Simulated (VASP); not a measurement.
The system is HfC.

```
Hf C
1.0
    -2.43403    2.43403    1.32871
     2.43403   -2.43403    1.32871
     2.43403    2.43403   -1.32871
Hf C
1 1
Direct
  0.25000 0.75000 0.50000
  0.00000 0.00000 0.00000
```

```yaml
Program: VASP 6.6.1
Task: relaxation of cell and atoms
Functional: PBE
Potentials_or_basis: VASP PAW PBE potentials, release 64 (Hf_pv, C)
Cutoff: 600 eV
k_mesh: 8 × 8 × 8
Occupations: gaussian, width 0.1 eV
Spin: no spin polarisation
```

At the start: pressure -25.0 GPa; volume 15.74 Å³/atom.

Problem. How do energy, volume and symmetry change on relaxing?

Solution. Over 11 steps the energy falls by 972.5 meV/atom and the volume is 14.22 Å³/atom (-9.7 %); space group I-4m2 (No. 119, to 0.05 Å).

The path:
```
step  energy change (eV)  largest force (eV/Å)  pressure (GPa)  volume (Å³)
   1              0.0000                0.0000          -24.96        31.49
   2             -0.3408                0.0000           93.86        20.65
   3             -1.6650                0.0000            6.21        25.25
   4             -1.6720                0.0000            9.82        24.92
   5             -1.6716                0.0000           11.31        24.79
   6             -1.8385                0.0000           -2.78        27.07
   7             -1.8452                0.0000           -8.04        28.31
   8             -1.9397                0.0000            1.23        27.93
   9             -1.9402                0.0000            2.02        27.89
  10             -1.9401                0.0000            2.30        27.88
  11             -1.9450                0.0000            0.29        28.44
```

Final structure:
```cif
data_structure
_symmetry_space_group_name_H-M 'P 1'
_symmetry_Int_Tables_number 1
_cell_length_a 3.3448
_cell_length_b 3.3448
_cell_length_c 3.3448
_cell_angle_alpha 105.908
_cell_angle_beta 105.908
_cell_angle_gamma 116.861
_cell_volume 28.44
loop_
_atom_site_label
_atom_site_type_symbol
_atom_site_fract_x
_atom_site_fract_y
_atom_site_fract_z
_atom_site_occupancy
Hf1 Hf 0.25000 0.75000 0.50000 1
C1 C 0.00000 0.00000 0.00000 1
```
